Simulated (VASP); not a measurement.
# SiC (F-43m) in VASP: further runs

SiC is run at these levels: PBE; tasks: single point.

Everything below comes from runs of VASP 6.6.1. Logs are shortened: lines on timing, memory, paths and dates and some standing lists are left out, and cuts for length are marked.

### 1 The cell of the first run

The structure is cubic, space group F-43m (No. 216). Conventional cell: a = 4.290 Å, b = 4.290 Å, c = 4.290 Å, α = 90.00°, β = 90.00°, γ = 90.00°. Within 2.5 Å of Si (site symmetry -43m) lie 4 C at 1.86 Å. Within 2.5 Å of C (site symmetry -43m) lie 4 Si at 1.86 Å.

### 2 Single point, PBE (volume changed by -6%)

Input file INCAR:

```
ALGO = Normal
EDIFF = 1E-6
ENCUT = 520
GGA = PE
ISIF = 2
ISMEAR = 0
LASPH = True
LCHARG = False
LREAL = False
LWAVE = False
NBANDS = 11
NELM = 80
PREC = Accurate
SIGMA = 0.01
```

Input file KPOINTS:

```
k-points
0
Gamma
  8 8 8
```

Input file POSCAR:

```
SiC
1.0
    0.0000000000      2.1450769083      2.1450769083
    2.1450769083      0.0000000000      2.1450769083
    2.1450769083      2.1450769083      0.0000000000
Si C
1 1
Direct
    0.0000000000      0.0000000000      0.0000000000
    0.2500000000      0.2500000000      0.2500000000
```

Potentials or basis: VASP PAW PBE potentials, release 64 (Si, C).

On the command line:

```
cat potpaw_PBE.64/Si/POTCAR potpaw_PBE.64/C/POTCAR > POTCAR
mpirun -np 1 vasp_std > vasp.out
```

OUTCAR:

```text
EDIFF = 1E-6
   ENCUT = 520
   GGA = PE
   ISIF = 2
   ISMEAR = 0
   LASPH = True
   LREAL = False
   NELM = 80
   PREC = Accurate

 ion  position               nearest neighbor table
   1  0.000  0.000  0.000-   2 1.86   2 1.86   2 1.86   2 1.86
   2  0.250  0.250  0.250-   1 1.86   1 1.86   1 1.86   1 1.86

  LATTYP: Found a face centered cubic cell.
 ALAT       =     4.2901538166

  Lattice vectors:

 A1 = (   0.0000000000,   2.1450769083,   2.1450769083)
 A2 = (   2.1450769083,   0.0000000000,   2.1450769083)
 A3 = (   2.1450769083,   2.1450769083,   0.0000000000)

Analysis of symmetry for initial positions (statically):
=====================================================================
 Subroutine PRICEL returns:
 Original cell was already a primitive cell.

 Routine SETGRP: Setting up the symmetry group for a
 face centered cubic supercell.

 Subroutine GETGRP returns: Found 24 space group operations
 (whereof 24 operations were pure point group operations)
 out of a pool of 48 trial point group operations.

The static configuration has the point symmetry T_d .

Analysis of symmetry for dynamics (positions and initial velocities):
=====================================================================
 Subroutine PRICEL returns:
 Original cell was already a primitive cell.

 Routine SETGRP: Setting up the symmetry group for a
 face centered cubic supercell.

 Subroutine GETGRP returns: Found 24 space group operations
 (whereof 24 operations were pure point group operations)
 out of a pool of 48 trial point group operations.

The dynamic configuration has the point symmetry T_d .

 Subroutine INISYM returns: Found 24 space group operations
 (whereof 24 operations are pure point group operations),
 and found     1 'primitive' translations

----------------------------------------------------------------------------------------

                                     Primitive cell

  volume of cell :      19.7405

  direct lattice vectors                    reciprocal lattice vectors
     0.000000000  2.145076908  2.145076908    -0.233091876  0.233091876  0.233091876
     2.145076908  0.000000000  2.145076908     0.233091876 -0.233091876  0.233091876
     2.145076908  2.145076908  0.000000000     0.233091876  0.233091876 -0.233091876

  length of vectors
     3.033596856  3.033596856  3.033596856     0.403726971  0.403726971  0.403726971

  position of ions in fractional coordinates (direct lattice)
     0.000000000  0.000000000  0.000000000
     0.250000000  0.250000000  0.250000000

  ion indices of the primitive-cell ions
   primitive index   ion index
                 1           1
                 2           2

----------------------------------------------------------------------------------------

 KPOINTS: k-points

Automatic generation of k-mesh.
 Grid dimensions read from file:
 generate k-points for:    8    8    8

 Generating k-lattice:

  Cartesian coordinates                     Fractional coordinates (reciprocal lattice)
    -0.029136484  0.029136484  0.029136484     0.125000000  0.000000000  0.000000000
     0.029136484 -0.029136484  0.029136484     0.000000000  0.125000000  0.000000000
     0.029136484  0.029136484 -0.029136484     0.000000000  0.000000000  0.125000000

  Length of vectors
     0.050465871  0.050465871  0.050465871

  Shift w.r.t. Gamma in fractional coordinates (k-lattice)
     0.000000000  0.000000000  0.000000000

 Subroutine IBZKPT returns following result:
 ===========================================

 Found     29 irreducible k-points:

 Following reciprocal coordinates:
            Coordinates               Weight
  0.000000  0.000000  0.000000      1.000000
  0.125000  0.000000  0.000000      8.000000
  0.250000  0.000000  0.000000      8.000000
  0.375000  0.000000  0.000000      8.000000
  0.500000  0.000000  0.000000      4.000000
  0.125000  0.125000  0.000000      6.000000
[... 16 lines left out ...]
  0.500000  0.250000  0.125000     48.000000
 -0.375000  0.250000  0.125000     24.000000
 [... further k-points ...]
   k-points           NKPTS =     29   k-points in BZ     NKDIM =     29   number of bands    NBANDS=     11
   number of dos      NEDOS =    301   number of ions     NIONS =      2
   total plane-waves  NPLWV =  13824
   dimension x,y,z NGX =    24 NGY =   24 NGZ =   24
   dimension x,y,z NGXF=    48 NGYF=   48 NGZF=   48
   ions per type =               1   1
   NGX,Y,Z   is equivalent  to a cutoff of  13.15, 13.15, 13.15 a.u.
   NGXF,Y,Z  is equivalent  to a cutoff of  26.30, 26.30, 26.30 a.u.
 SYSTEM =  unknown system
   PREC   = accura    normal or accurate (medium, high low for compatibility)
   ISTART =      0    job   : 0-new  1-cont  2-samecut
   ICHARG =      2    charge: 1-file 2-atom 10-const
   ISPIN  =      1    spin polarized calculation?
   LNONCOLLINEAR =      F non collinear calculations
   LSORBIT =      F    spin-orbit coupling
   LASPH  =      T    aspherical Exc in radial PAW
   ENCUT  =  520.0 eV  38.22 Ry    6.18 a.u.   5.64  5.64  5.64*2*pi/ulx,y,z
   NELM   =     80;   NELMIN=  2; NELMDL= -5     # of ELM steps
   EDIFF  = 0.1E-05   stopping-criterion for ELM
   LREAL  =      F    real-space projection
   EDIFFG = 0.1E-04   stopping-criterion for IOM
   NSW    =      0    number of steps for IOM
   IBRION =     -1    ionic relax: 0-MD 1-quasi-New 2-CG
   NFREE  =      0    steps in history (QN), initial steepest desc. (CG)
   ISIF   =      2    stress and relaxation
   ISYM   =      2    0-nonsym 1-usesym 2-fastsym
   POTIM  = 0.5000    time-step for ionic-motion
   TEBEG  =    0.0;   TEEND  =   0.0 temperature during run
   PSTRESS=    0.0 pullay stress
   NELECT =       8.0000    total number of electrons
   NUPDOWN=      -1.0000    fix difference up-down
   EMIN   =  10.00;   EMAX   =-10.00  energy-range for DOS
   EFERMI =   0.00;   METHOD = LEGACY
   ISMEAR =     0;   SIGMA  =   0.01  broadening in eV -4-tet -1-fermi 0-gaus
   EFERMI_NEDOS =   21; number of points for ismear=-14 and -15
   IALGO  =     38    algorithm
   IMIX   =      4    mixing-type and parameters
     AMIX     =   0.40;   BMIX     =  1.00
     AMIX_MAG =   1.60;   BMIX_MAG =  1.00
  volume/ion in A,a.u.               =       9.87        66.61
  Fermi-wavevector in a.u.,A,eV,Ry     =   1.211487  2.289378 19.969269  1.467700
  Thomas-Fermi vector in A             =   2.347001
   LORBIT       =      0    0 simple, 1 ext, 2 COOP (PROOUT), +10 PAW based schemes
   GGA     = PE    functional components
   LHFCALC =     F    Hartree Fock is set to
   AEXX    =    0.0000 exact exchange contribution
   IVDW    =     0    specifies the selected vdW correction
   LEPSILON=     F    determine dielectric tensor
   LRPA    =     F    only Hartree local field effects (RPA)
 non-spin polarized calculation
 Gauss-broadening in eV      SIGMA  =   0.01
  energy-cutoff  :      520.00
  volume of cell :       19.74
 maximum number of plane-waves:       544
   NGX = 11   NGY = 11   NGZ = 11

 number of electron       7.9999999 magnetization

 Free energy of the ion-electron system (eV)
  ---------------------------------------------------
  ext. energy  EPLUGINS =         0.00000000
  ---------------------------------------------------
  free energy    TOTEN  =       -15.00416321 eV

  energy without entropy =      -15.00416321  energy(sigma->0) =      -15.00416321

 E-fermi :   8.7010     XC(G=0): -11.5628

 val. band max:        8.6447918848   @ k =   0.0000   0.0000   0.0000
 cond. band min:       9.9555049416   @ k =   0.5000   0.5000   0.0000
 fundamental gap:      1.3107130568
 Fermi energy:         8.7010141776

 k-point     1 :       0.0000    0.0000    0.0000
  band No.  band energies     occupation
      1      -7.1333      2.00000
      2       8.6448      2.00000
      3       8.6448      2.00000
      4       8.6448      2.00000
      5      15.4331      0.00000
      6      16.2866      0.00000
      7      16.2866      0.00000
      8      16.2866      0.00000
      9      23.4302      0.00000
     10      23.4302      0.00000
     11      25.8674      0.00000

 k-point     2 :       0.1250    0.0000    0.0000
  band No.  band energies     occupation
      1      -6.8170      2.00000
      2       7.1469      2.00000
      3       8.4423      2.00000
      4       8.4423      2.00000
      5      15.5660      0.00000
      6      16.6465      0.00000
      7      16.6465      0.00000
      8      16.9124      0.00000
      9      22.1608      0.00000
     10      22.1608      0.00000
     11      25.0917      0.00000

 k-point     3 :       0.2500    0.0000    0.0000
  band No.  band energies     occupation
      1      -5.8907      2.00000
      2       4.2691      2.00000
      3       8.0338      2.00000
      4       8.0338      2.00000
      5      15.0545      0.00000
      6      16.8526      0.00000
      7      16.8526      0.00000
      8      18.4210      0.00000
      9      22.0243      0.00000
     10      22.0243      0.00000
     11      24.2101      0.00000

 k-point     4 :       0.3750    0.0000    0.0000
  band No.  band energies     occupation
      1      -4.4742      2.00000
      2       1.4346      2.00000
      3       7.7036      2.00000
      4       7.7036      2.00000
      5      14.6482      0.00000
      6      16.3452      0.00000
      7      16.3452      0.00000
      8      18.9764      0.00000
      9      24.1445      0.00000
     10      24.1445      0.00000
     11      24.7241      0.00000
[... 239 lines left out ...]
 k-point    22 :       0.3750    0.2500    0.1250
  band No.  band energies     occupation
      1      -5.0855      2.00000
      2       4.1050      2.00000
      3       5.7094      2.00000
      4       7.3543      2.00000
      5      14.1727      0.00000
      6      16.5827      0.00000
      7      17.4894      0.00000
      8      19.1194      0.00000
      9      21.2800      0.00000
     10      25.0761      0.00000
     11      28.5666      0.00000

 k-point    23 :       0.5000    0.2500    0.1250
  band No.  band energies     occupation
      1      -3.7235      2.00000
      2       1.9941      2.00000
      3       4.9663      2.00000
      4       6.6763      2.00000
      5      14.0613      0.00000
      6      16.5734      0.00000
      7      18.2242      0.00000
      8      19.4832      0.00000
      9      22.4755      0.00000
     10      25.6295      0.00000
     11      28.5478      0.00000

 k-point    24 :      -0.3750    0.2500    0.1250
  band No.  band energies     occupation
      1      -2.7155      2.00000
      2       0.6018      2.00000
      3       4.8634      2.00000
      4       6.3211      2.00000
      5      13.9904      0.00000
      6      16.2534      0.00000
      7      19.1823      0.00000
      8      20.0661      0.00000
      9      22.5424      0.00000
     10      25.2993      0.00000
     11      28.5504      0.00000

 [... further k-points ...]
[... 5 lines left out ...]
  --------------------------------------------------------------------------------------
  -------------------------------------------------------------------------------------
  Total        1.8240907      1.8240907      1.8240907      0.0000000      0.0000000     -0.0000000
  in kB      148.0465945    148.0465945    148.0465945      0.0000000      0.0000000     -0.0000000
  external PRESSURE =     148.0465945 kB  Pullay stress =       0.0000000 kB

 VOLUME and BASIS-vectors are now :
 -----------------------------------------------------------------------------
  energy-cutoff  :      520.00
  volume of cell :       19.74
      direct lattice vectors                 reciprocal lattice vectors
     0.000000000  2.145076908  2.145076908    -0.233091876  0.233091876  0.233091876
     2.145076908  0.000000000  2.145076908     0.233091876 -0.233091876  0.233091876
     2.145076908  2.145076908  0.000000000     0.233091876  0.233091876 -0.233091876

 POSITION                                       TOTAL-FORCE (eV/Angst)
 -----------------------------------------------------------------------------------
      0.00000      0.00000      0.00000         0.000000     -0.000000     -0.000000
      1.07254      1.07254      1.07254        -0.000000      0.000000      0.000000
 -----------------------------------------------------------------------------------
    total drift:                                0.000000      0.000000      0.000000

  FREE ENERGIE OF THE ION-ELECTRON SYSTEM (eV)
  ---------------------------------------------------
  free  energy   TOTEN  =       -15.0041632116 eV

  energy  without entropy=      -15.0041632116  energy(sigma->0) =      -15.00416321
```

Run time: 7.3 s. Hardware: 1 thread of Intel Xeon 8259CL, shared host; peak memory 0.13 GiB.

What came out:

- Free energy: -15.0042 eV
- Pressure: 14.8 GPa
- Band gap on the k mesh: 1.31 eV, indirect (least direct gap 4.59 eV)

 A k mesh can miss the band edges.

(Continued in part 2 of 2.)
